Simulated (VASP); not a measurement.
## Se: single point with BLYP

Se:

```
Se
1.0
     5.89163    3.40154    2.34551
    -5.89163    3.40154    2.34551
     0.00000   -6.80307    2.34551
Se
6
Direct
  0.23926 0.10969 0.87625
  0.87625 0.23926 0.10969
  0.10969 0.87625 0.23926
  0.76074 0.89031 0.12375
  0.12375 0.76074 0.89031
  0.89031 0.12375 0.76074
```

```
Program                : VASP 6.6.1
Task                   : single point
Functional             : BLYP
Potentials or basis    : VASP PAW PBE potentials, release 64 (Se)
Cutoff                 : 520 eV
k mesh                 : 5 × 5 × 5
Occupations            : fermi-dirac, width 0.05 eV
Spin                   : no spin polarisation
Dipole correction      : no
Further INCAR settings : ALGO = Normal; EDIFF = 1e-06; NBANDS = 27
```

```json
{
  "Pressure": "0.1 GPa",
  "Largest force": "0.053 eV/Å",
  "Band gap on the k mesh": "1.70 eV (least direct gap 1.83 eV)"
}
```

Forces on the atoms (eV/Å):
```
Se   0.012  0.035  0.038
Se  -0.037 -0.007  0.038
Se   0.024 -0.029  0.038
Se  -0.012 -0.035 -0.038
Se   0.037  0.007 -0.038
Se  -0.024  0.029 -0.038
```

Levels at points of the mesh, in eV from the valence-band top:
| k point | band 15 | band 16 | band 17 | band 18 | band 19 | band 20 | band 21 | band 22 |
| --- | --- | --- | --- | --- | --- | --- | --- | --- |
| (0.00, 0.00, 0.00) | -0.47 | -0.45 | -0.45 | -0.07 | 1.98 | 1.98 | 2.48 | 3.02 |

It took 6.3 min on 1 thread of Intel Xeon 8259CL, with other jobs on the host, peak memory 0.46 GiB.

Caveat: this functional lacks dispersion, which holds the molecules together, so the pressure and a relaxed volume are unreliable; the PAW data sets were made with another functional, which shifts forces and pressure a little; this functional lacks dispersion, which binds layers or chains, so the pressure and a relaxed spacing across them are unreliable. A k mesh can miss the band edges.
